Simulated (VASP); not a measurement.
C: relaxation of the atoms with LDA

C, a slab with vacuum:

```
CELL_PARAMETERS angstrom
2.49731 0.00000 0.00000
-1.24865 2.16273 0.00000
0.00000 0.00000 16.50980
ATOMIC_POSITIONS crystal
C 0.83333 0.16667 0.48456
C 0.16667 0.83333 0.51544
```

| Quantity | Value |
| --- | --- |
| Program | VASP 6.6.1 |
| Task | relaxation of the atoms |
| Functional | LDA |
| Potentials or basis | VASP PAW LDA potentials, release 64 (C) |
| Cutoff | 520 eV |
| k mesh | 14 × 14 × 1 |
| Occupations | fermi-dirac, width 0.02 eV |
| Spin | no spin polarisation |
| Dipole correction | yes |
| Further INCAR settings | ALGO = Normal; EDIFF = 1e-06; IBRION = 2; EDIFFG = -0.01; NSW = 60 |

```json
{
  "Energy gained by relaxing": "1152.8 meV/atom",
  "Ionic steps": "16",
  "Band gap on the k mesh": "1.17 eV, direct"
}
```

Step by step:
```
step  energy change (eV)  largest force (eV/Å)  pressure (GPa)
   1              0.0000                8.9829           -5.04
   2             -1.1726                6.3434           -4.31
   3             -2.3057                0.0170           -3.26
   4             -2.3049                0.1647           -3.26
   5             -2.3049                0.1598           -3.26
   6             -2.3051                0.1456           -3.26
   7             -2.3051                0.1454           -3.26
   8             -2.3051                0.1450           -3.26
   9             -2.3051                0.1440           -3.26
  10             -2.3051                0.1421           -3.26
  11             -2.3051                0.1383           -3.26
  12             -2.3052                0.1307           -3.26
  13             -2.3053                0.1155           -3.26
  14             -2.3055                0.0852           -3.26
  15             -2.3056                0.0246           -3.26
  16             -2.3057                0.0000           -3.26
```

Final structure:
```
C
1.0
     2.49731    0.00000    0.00000
    -1.24865    2.16273    0.00000
     0.00000    0.00000   16.50980
C
2
Direct
  0.83333 0.16667 0.50000
  0.16667 0.83333 0.50000
```

Levels at points of the mesh, in eV from the valence-band top:
```tsv
k point	band 1	band 2	band 3	band 4	band 5	band 6	band 7	band 8
(0.00, 0.00, 0.00)	-18.40	-6.79	-2.45	-2.45	4.12	5.12	5.55	7.00
(0.50, 0.00, 0.00)	-13.31	-12.31	-5.71	-1.68	2.21	7.67	11.72	11.82
```

Wall time 63 s on 1 thread of Intel(R) Xeon(R) 6975P-C (Granite Rapids), on a shared host, peak memory 0.16 GiB.
